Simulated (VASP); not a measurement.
Cd3C4, 7 atoms in the cell. It takes space group Pm-3m (No. 221, cubic). Conventional cell: a = 4.638 Å, b = 4.638 Å, c = 4.638 Å, α = 90.00°, β = 90.00°, γ = 90.00°. Cd (site symmetry 4/mmm) has 6 C at 2.32 Å within 3.1 Å. Within 3.1 Å of C (site symmetry m-3m) lie 6 Cd at 2.32 Å. C (site symmetry 4/mmm) has 4 Cd at 2.32 Å within 3.1 Å. 

| Item | Value |
| --- | --- |
| Program | VASP 6.6.1 |
| Task | single point |
| Functional | PBE |
| Potentials or basis | VASP PAW PBE potentials, release 64 (Cd, C) |
| Cutoff | 520 eV |
| k mesh | 4 × 4 × 4 |
| Occupations | gaussian, width 0.1 eV |
| Spin | no spin polarisation |
| Dipole correction | no |
| Further INCAR settings | ALGO = Normal; EDIFF = 1e-07; NBANDS = 35 |

Potentials or basis: VASP PAW PBE potentials, release 64 (Cd, C).

The run is started by

```bash
$ cat potpaw_PBE.64/Cd/POTCAR potpaw_PBE.64/C/POTCAR > POTCAR
$ mpirun -np 1 vasp_std > vasp.out
```

Hardware: 1 thread of AMD EPYC 7R13 (shared host).

Problem. Estimate the wall time of this run.

Solution. Wall time 86 s on 1 thread of AMD EPYC 7R13, on a shared host, peak memory 0.17 GiB. Counts: scf iterations 16, k points 10.
